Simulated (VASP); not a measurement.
Runs of VASP 6.6.1 on TiO2. The structure is that of space group Fm-3m (No. 225), or close to it. The cells are those of the table. 

```tsv
task	level	cell	k mesh	cutoff (eV)	smearing	gap on the mesh (eV)	pressure (GPa)	relaxed volume (Å³/atom)
relaxation of cell and atoms	r2SCAN	relaxed from a = 3.415 Å, angles 60.0°, 3 atoms	8 × 8 × 8	600	fermi-dirac 0.02 eV	1.54	0.0	9.22
relaxation of cell and atoms	PBEsol	relaxed from a = 3.415 Å, angles 60.0°, 3 atoms	8 × 8 × 8	600	fermi-dirac 0.02 eV	(a)	-0.1	(c)
single point	r2SCAN	a = 3.390 Å, angles 60.0°, 3 atoms	10 × 10 × 10	520	gaussian 0.01 eV	1.55	1.6	-
dielectric tensor	r2SCAN	a = 3.390 Å, angles 60.0°, 3 atoms	8 × 8 × 8	520	gaussian 0.01 eV	1.55	-	-
relaxation of cell and atoms	PBE	relaxed from a = 3.413 Å, angles 60.0°, 3 atoms	8 × 8 × 8	600	fermi-dirac 0.02 eV	1.11	0.0	9.41
single point	PBE	a = 3.390 Å, angles 60.0°, 3 atoms	6 × 6 × 6	520	gaussian 0.01 eV	(b)	6.8	-
single point	r2SCAN	a = 3.390 Å, angles 60.0°, 3 atoms	8 × 8 × 8	520	fermi-dirac 0.02 eV	1.55	1.6	-
single point	PBE	a = 3.415 Å, angles 60.0°, 3 atoms	8 × 8 × 8	520	fermi-dirac 0.02 eV	1.11	0.8	-
```

Alike in all rows: potentials or basis VASP PAW PBE potentials, release 64 (Ti_sv, O); no spin polarisation.

Estimate the missing entries.

(a) 1.07; (b) 1.13; (c) 9.11.

Caveats: the PAW data sets were made with another functional, which shifts forces and pressure a little (at least some runs); the cell stands under pressure (at least some runs).

A k mesh can miss the band edges.
